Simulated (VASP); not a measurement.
A run of VASP 6.6.1 is set up as follows.

File INCAR:

```
PREC = Accurate
ENCUT = 520
EDIFF = 1E-6
ISMEAR = 0
SIGMA = 0.05
LREAL = F
LASPH = T
NELM = 100
ALGO = Normal
ISIF = 2
LWAVE = F
LCHARG = F
GGA = PE
NBANDS = 15
ISYM = 0
```

File KPOINTS:

```
Automatic mesh
0
Gamma
  8 8 8
```

Contents of POSCAR:

```
CaO
1.0
    0.0000000000      2.3974236343      2.3974236343
    2.3974236343      0.0000000000      2.3974236343
    2.3974236343      2.3974236343      0.0000000000
Ca O
1 1
Direct
    0.5000000000      0.5000000000      0.5000000000
    0.0000000000      0.0000000000      0.0000000000
```

Potentials or basis: VASP PAW PBE potentials, release 64 (Ca_sv, O).

The run is started by

```bash
$ cat potpaw_PBE.64/Ca_sv/POTCAR potpaw_PBE.64/O/POTCAR > POTCAR
$ mpirun -np 1 vasp_std > vasp.out
```

Problem. Estimate the band gap on the k mesh.

Solution. 3.63 eV, indirect (least direct gap 4.01 eV).

Problem. Predict the pressure.

Solution. 3.1 GPa.

A k mesh can miss the band edges.
